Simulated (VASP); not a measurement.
# CoPdC4N4 (P-43m) in VASP: single point with PBE

Aim: the single point of CoPdC4N4 with PBE.

Everything below comes from runs of VASP 6.6.1. Logs are shortened: lines on timing, memory, paths and dates and some standing lists are left out, and cuts for length are marked.

### 1 The cell of the first run

Symmetry: P-43m, No. 215, cubic system. The conventional cell has a = 5.945 Å, b = 5.945 Å, c = 5.945 Å, α = 90.00°, β = 90.00°, γ = 90.00°. Within 2.5 Å of Co (site symmetry -43m) lie 4 C at 1.89 Å. Within 2.8 Å of Pd (site symmetry -43m) lie 4 N at 2.08 Å. C (site symmetry 3m) has 1 N at 1.17 Å within 1.6 Å. N (site symmetry 3m) has 1 C at 1.17 Å within 1.6 Å.

### 2 Single point, PBE, collinear spin, ferrimagnetic start

INCAR reads:

```
SYSTEM = CoPdC4N4
  ALGO = Normal
  EDIFF = 1E-6
  ENCUT = 600
  GGA = PE
  GGA_COMPAT = .False.
  ISIF = 2
  ISMEAR = 0
  ISPIN = 2
  LASPH = .True.
  LCHARG = .False.
  LMAXMIX = 4
  LORBIT = 11
  LREAL = .False.
  LWAVE = .False.
  MAGMOM = 1.83 -0.96 0 0 0 0 0 0 0 0
  NBANDS = 42
  NELM = 200
  PREC = Accurate
  SIGMA = 0.1
```

KPOINTS reads:

```
k-points
0
Gamma
  6 6 6
  0 0 0
```

POSCAR reads:

```
CoPdC4N4
1.0
    5.9453062482      0.0000000000      0.0000000000
    0.0000000000      5.9453062482      0.0000000000
    0.0000000000      0.0000000000      5.9453062482
Co Pd C N
1 1 4 4
Direct
    0.0000000000      0.0000000000      0.0000000000
    0.5000000000      0.5000000000      0.5000000000
    0.1839078396      0.1839078396      0.1839078396
    0.1839078396      0.8160921604      0.8160921604
    0.8160921604      0.1839078396      0.8160921604
    0.8160921604      0.8160921604      0.1839078396
    0.2979729402      0.2979729402      0.2979729402
    0.2979729402      0.7020270598      0.7020270598
    0.7020270598      0.2979729402      0.7020270598
    0.7020270598      0.7020270598      0.2979729402
```

Potentials or basis: VASP PAW PBE potentials, release 64 (Co, Pd, C, N).

Started as:

```sh
$ cat potpaw_PBE.64/Co/POTCAR potpaw_PBE.64/Pd/POTCAR potpaw_PBE.64/C/POTCAR potpaw_PBE.64/N/POTCAR > POTCAR
$ mpirun -np 1 vasp_std > vasp.out
```

OUTCAR:

```text
SYSTEM = CoPdC4N4
   EDIFF = 1E-6
   ENCUT = 600
   GGA = PE
   ISIF = 2
   ISMEAR = 0
   ISPIN = 2
   LASPH = .True.
   LORBIT = 11
   LREAL = .False.
   NELM = 200
   PREC = Accurate

 ion  position               nearest neighbor table
   1  0.000  0.000  0.000-   3 1.89   4 1.89   5 1.89   6 1.89
   2  0.500  0.500  0.500-   7 2.08   8 2.08   9 2.08  10 2.08
   3  0.184  0.184  0.184-   7 1.17   1 1.89
   4  0.184  0.816  0.816-   8 1.17   1 1.89
   5  0.816  0.184  0.816-   9 1.17   1 1.89
   6  0.816  0.816  0.184-  10 1.17   1 1.89
   7  0.298  0.298  0.298-   3 1.17   2 2.08
   8  0.298  0.702  0.702-   4 1.17   2 2.08
   9  0.702  0.298  0.702-   5 1.17   2 2.08
  10  0.702  0.702  0.298-   6 1.17   2 2.08

  LATTYP: Found a simple cubic cell.
 ALAT       =     5.9453062482

  Lattice vectors:

 A1 = (   5.9453062482,   0.0000000000,   0.0000000000)
 A2 = (   0.0000000000,   5.9453062482,   0.0000000000)
 A3 = (   0.0000000000,   0.0000000000,   5.9453062482)

Analysis of symmetry for initial positions (statically):
=====================================================================
 Subroutine PRICEL returns:
 Original cell was already a primitive cell.

 Routine SETGRP: Setting up the symmetry group for a
 simple cubic supercell.

 Subroutine GETGRP returns: Found 24 space group operations
 (whereof 24 operations were pure point group operations)
 out of a pool of 48 trial point group operations.

The static configuration has the point symmetry T_d .

Analysis of symmetry for dynamics (positions and initial velocities):
=====================================================================
 Subroutine PRICEL returns:
 Original cell was already a primitive cell.

 Routine SETGRP: Setting up the symmetry group for a
 simple cubic supercell.

 Subroutine GETGRP returns: Found 24 space group operations
 (whereof 24 operations were pure point group operations)
 out of a pool of 48 trial point group operations.

The dynamic configuration has the point symmetry T_d .

Analysis of structural, dynamic, and magnetic symmetry:
=====================================================================
 Subroutine PRICEL returns:
 Original cell was already a primitive cell.

 Routine SETGRP: Setting up the symmetry group for a
 simple cubic supercell.

 Subroutine GETGRP returns: Found 24 space group operations
 (whereof 24 operations were pure point group operations)
 out of a pool of 48 trial point group operations.

The overall configuration has the point symmetry T_d .

 Subroutine INISYM returns: Found 24 space group operations
 (whereof 24 operations are pure point group operations),
 and found     1 'primitive' translations

----------------------------------------------------------------------------------------

                                     Primitive cell

  volume of cell :     210.1468

  direct lattice vectors                    reciprocal lattice vectors
     5.945306248  0.000000000  0.000000000     0.168199914  0.000000000  0.000000000
     0.000000000  5.945306248  0.000000000     0.000000000  0.168199914  0.000000000
     0.000000000  0.000000000  5.945306248     0.000000000  0.000000000  0.168199914

  length of vectors
     5.945306248  5.945306248  5.945306248     0.168199914  0.168199914  0.168199914

  position of ions in fractional coordinates (direct lattice)
     0.000000000  0.000000000  0.000000000
     0.500000000  0.500000000  0.500000000
     0.183907840  0.183907840  0.183907840
     0.183907840  0.816092160  0.816092160
     0.816092160  0.183907840  0.816092160
     0.816092160  0.816092160  0.183907840
     0.297972940  0.297972940  0.297972940
     0.297972940  0.702027060  0.702027060
     0.702027060  0.297972940  0.702027060
     0.702027060  0.702027060  0.297972940

  ion indices of the primitive-cell ions
   primitive index   ion index
                 1           1
                 2           2
                 3           3
                 4           4
                 5           5
                 6           6
                 7           7
[... 59 lines left out ...]
   NGXF,Y,Z  is equivalent  to a cutoff of  26.84, 26.84, 26.84 a.u.
 SYSTEM =  CoPdC4N4
   PREC   = accura    normal or accurate (medium, high low for compatibility)
   ISTART =      0    job   : 0-new  1-cont  2-samecut
   ICHARG =      2    charge: 1-file 2-atom 10-const
   ISPIN  =      2    spin polarized calculation?
   LNONCOLLINEAR =      F non collinear calculations
   LSORBIT =      F    spin-orbit coupling
   LASPH  =      T    aspherical Exc in radial PAW
   ENCUT  =  600.0 eV  44.10 Ry    6.64 a.u.  11.87 11.87 11.87*2*pi/ulx,y,z
   NELM   =    200;   NELMIN=  2; NELMDL= -5     # of ELM steps
   EDIFF  = 0.1E-05   stopping-criterion for ELM
   LREAL  =      F    real-space projection
   EDIFFG = 0.1E-04   stopping-criterion for IOM
   NSW    =      0    number of steps for IOM
   IBRION =     -1    ionic relax: 0-MD 1-quasi-New 2-CG
   NFREE  =      0    steps in history (QN), initial steepest desc. (CG)
   ISIF   =      2    stress and relaxation
   ISYM   =      2    0-nonsym 1-usesym 2-fastsym
   POTIM  = 0.5000    time-step for ionic-motion
   TEBEG  =    0.0;   TEEND  =   0.0 temperature during run
   PSTRESS=    0.0 pullay stress
   NELECT =      55.0000    total number of electrons
   NUPDOWN=      -1.0000    fix difference up-down
   EMIN   =  10.00;   EMAX   =-10.00  energy-range for DOS
   EFERMI =   0.00;   METHOD = LEGACY
   ISMEAR =     0;   SIGMA  =   0.10  broadening in eV -4-tet -1-fermi 0-gaus
   EFERMI_NEDOS =   21; number of points for ismear=-14 and -15
   IALGO  =     38    algorithm
   IMIX   =      4    mixing-type and parameters
     AMIX     =   0.40;   BMIX     =  1.00
     AMIX_MAG =   1.60;   BMIX_MAG =  1.00
  volume/ion in A,a.u.               =      21.01       141.81
  Fermi-wavevector in a.u.,A,eV,Ry     =   1.047180  1.978884 14.919969  1.096587
  Thomas-Fermi vector in A             =   2.182050
   LORBIT       =     11    0 simple, 1 ext, 2 COOP (PROOUT), +10 PAW based schemes
   GGA     = PE    functional components
   LHFCALC =     F    Hartree Fock is set to
   AEXX    =    0.0000 exact exchange contribution
   IVDW    =     0    specifies the selected vdW correction
   LEPSILON=     F    determine dielectric tensor
   LRPA    =     F    only Hartree local field effects (RPA)
 spin polarized calculation
 Gauss-broadening in eV      SIGMA  =   0.10
  energy-cutoff  :      600.00
  volume of cell :      210.15
 maximum number of plane-waves:      7088
 NGX is ok and might be reduce to    48
   NGX = 23   NGY = 23   NGZ = 23

 number of electron      54.9999992 magnetization       1.0000962

 Free energy of the ion-electron system (eV)
  ---------------------------------------------------
  ext. energy  EPLUGINS =         0.00000000
  ---------------------------------------------------
  free energy    TOTEN  =       -75.35172032 eV

  energy without entropy =      -75.31396533  energy(sigma->0) =      -75.33284283

 E-fermi :  -1.2160     XC(G=0):  -7.1573

 val. band max:       -1.2215705965   @ k =   0.3333   0.3333   0.3333
 cond. band min:      -1.1485083229   @ k =   0.1667   0.1667   0.0000
 fundamental gap:      0.0730622736
 Fermi energy:        -1.2160067405

 spin component 1

 k-point     1 :       0.0000    0.0000    0.0000
  band No.  band energies     occupation
      1     -18.5150      1.00000
      2     -18.4167      1.00000
      3     -18.4167      1.00000
      4     -18.4167      1.00000
      5      -8.9418      1.00000
      6      -8.1110      1.00000
[... 829 lines left out ...]
     38       4.4922      0.00000
     39       6.2587      0.00000
 Fermi energy:        -1.2160067405

 spin component 2

 k-point     1 :       0.0000    0.0000    0.0000
  band No.  band energies     occupation
      1     -18.5190      1.00000
      2     -18.4220      1.00000
      3     -18.4220      1.00000
      4     -18.4220      1.00000
      5      -8.8834      1.00000
      6      -8.2083      1.00000
[... 829 lines left out ...]
     38       4.5394      0.00000
     39       5.9911      0.00000
 [bands above 39 left out]

------------------------ aborting loop because EDIFF is reached ----------------------------------------

  FORCE on cell =-STRESS in cart. coord.  units (eV):
  Direction    XX          YY          ZZ          XY          YZ          ZX
  --------------------------------------------------------------------------------------
  -------------------------------------------------------------------------------------
  Total        0.2750271      0.2750271      0.2750271      0.0000000      0.0000000     -0.0000000
  in kB        2.0968310      2.0968310      2.0968310      0.0000000      0.0000000     -0.0000000
  external PRESSURE =       2.0968310 kB  Pullay stress =       0.0000000 kB

 VOLUME and BASIS-vectors are now :
 -----------------------------------------------------------------------------
  energy-cutoff  :      600.00
  volume of cell :      210.15
      direct lattice vectors                 reciprocal lattice vectors
     5.945306248  0.000000000  0.000000000     0.168199914  0.000000000  0.000000000
     0.000000000  5.945306248  0.000000000     0.000000000  0.168199914  0.000000000
     0.000000000  0.000000000  5.945306248     0.000000000  0.000000000  0.168199914

 POSITION                                       TOTAL-FORCE (eV/Angst)
 -----------------------------------------------------------------------------------
      0.00000      0.00000      0.00000        -0.000000      0.000000      0.000000
      2.97265      2.97265      2.97265        -0.000000      0.000000      0.000000
      1.09339      1.09339      1.09339        -0.187148     -0.187148     -0.187148
      1.09339      4.85192      4.85192        -0.187148      0.187148      0.187148
      4.85192      1.09339      4.85192         0.187148     -0.187148      0.187148
      4.85192      4.85192      1.09339         0.187148      0.187148     -0.187148
      1.77154      1.77154      1.77154         0.200667      0.200667      0.200667
      1.77154      4.17377      4.17377         0.200667     -0.200667     -0.200667
      4.17377      1.77154      4.17377        -0.200667      0.200667     -0.200667
      4.17377      4.17377      1.77154        -0.200667     -0.200667      0.200667
 -----------------------------------------------------------------------------------
    total drift:                                0.000000      0.000000      0.000000

  FREE ENERGIE OF THE ION-ELECTRON SYSTEM (eV)
  ---------------------------------------------------
  free  energy   TOTEN  =       -75.3517203249 eV

  energy  without entropy=      -75.3139653282  energy(sigma->0) =      -75.33284283

 total charge

# of ion       s       p       d       tot
------------------------------------------
    1        0.511   0.693   7.187   8.391
    2        0.387   0.559   8.254   9.200
    3        0.962   1.619   0.000   2.580
    4        0.962   1.619   0.000   2.580
    5        0.962   1.619   0.000   2.580
    6        0.962   1.619   0.000   2.580
    7        1.301   2.544   0.000   3.846
    8        1.301   2.544   0.000   3.846
    9        1.301   2.544   0.000   3.846
   10        1.301   2.544   0.000   3.846
--------------------------------------------------
tot          9.949  17.904  15.442  43.295

 magnetization (x)

# of ion       s       p       d       tot
------------------------------------------
    1        0.009   0.129   1.713   1.852
    2       -0.001  -0.058  -0.977  -1.036
    3        0.013  -0.017   0.000  -0.004
    4        0.013  -0.017   0.000  -0.004
    5        0.013  -0.017   0.000  -0.004
    6        0.013  -0.017   0.000  -0.004
    7       -0.007   0.000   0.000  -0.007
    8       -0.007   0.000   0.000  -0.007
    9       -0.007   0.000   0.000  -0.007
   10       -0.007   0.000   0.000  -0.007
--------------------------------------------------
tot          0.029   0.007   0.736   0.771
```

Run time: 8.2 min. Hardware: 1 thread of Intel Xeon Platinum 8488C (Sapphire Rapids), shared host; peak memory 0.63 GiB.

What came out:

```yaml
Free_energy: -75.3517 eV
Pressure: 0.2 GPa
Largest_force: 0.348 eV/Å
Band_gap_on_the_k_mesh: zero (filled and empty bands overlap)
Net_moment: 1.00 μB per cell
Site_moments: Co +1.85; Pd -1.04; C -0.00; N -0.01 μB
Valence_electrons_inside_the_program's_atomic_spheres: Co 8.39; Pd 9.20; C 2.58; N 3.85
```

Forces on the atoms (eV/Å):
```
Co   0.000  0.000  0.000
Pd   0.000  0.000  0.000
C   -0.187 -0.187 -0.187
C   -0.187  0.187  0.187
C    0.187 -0.187  0.187
C    0.187  0.187 -0.187
N    0.201  0.201  0.201
N    0.201 -0.201 -0.201
N   -0.201  0.201 -0.201
N   -0.201 -0.201  0.201
```

Caveat: a cell with one magnetic atom can't hold antiferromagnetic order, which such compounds often take.

The gap in the log of VASP goes by the Fermi energy; the results here count the filled bands.